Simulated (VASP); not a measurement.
## SiNi (WC type): single point with PBE

Crystal: SiNi (WC type).

```
Ni Si
1.0
     2.23327    0.00000    0.00000
    -1.11664    1.93407    0.00000
     0.00000    0.00000    3.33454
Ni Si
1 1
Direct
  0.00000 0.00000 0.00000
  0.33333 0.66667 0.50000
```

```
Program                : VASP 6.6.1
Task                   : single point
Functional             : PBE
Potentials or basis    : VASP PAW PBE potentials, release 64 (Ni_sv_GW, Si)
Cutoff                 : 690 eV
k mesh                 : 14 × 14 × 13
Occupations            : fermi-dirac, width 0.1 eV
Spin                   : no spin polarisation
Dipole correction      : no
Further INCAR settings : ALGO = Normal; EDIFF = 1e-06; NBANDS = 18
```

The pressure is 242.7 GPa and the band gap on the k mesh is zero (bands 11 and 12 overlap by 1.26 eV).

Stress tensor (GPa, compression positive):
```
242.48   0.00   0.00
  0.00 242.48   0.00
  0.00   0.00 243.23
```

Levels at points of the mesh, in eV from the Fermi level:
```
           k point  band 8  band 9  band 10  band 11  band 12  band 13  band 14  band 15
(0.00, 0.00, 0.00)   -4.63   -4.63    -3.26    -3.26     1.58    13.90    13.90    18.08
(0.50, 0.00, 0.00)   -7.42   -4.06    -1.58    -0.38     2.15     4.59     7.79     8.08
```

It took 58 s on 1 thread of Intel(R) Xeon(R) Platinum 8488C (Sapphire Rapids) (shared host), peak memory 0.2 GiB.

Caveat: the cell stands under pressure. Spin polarisation is off, so any magnetic state and its effect on volume and gap are missing.
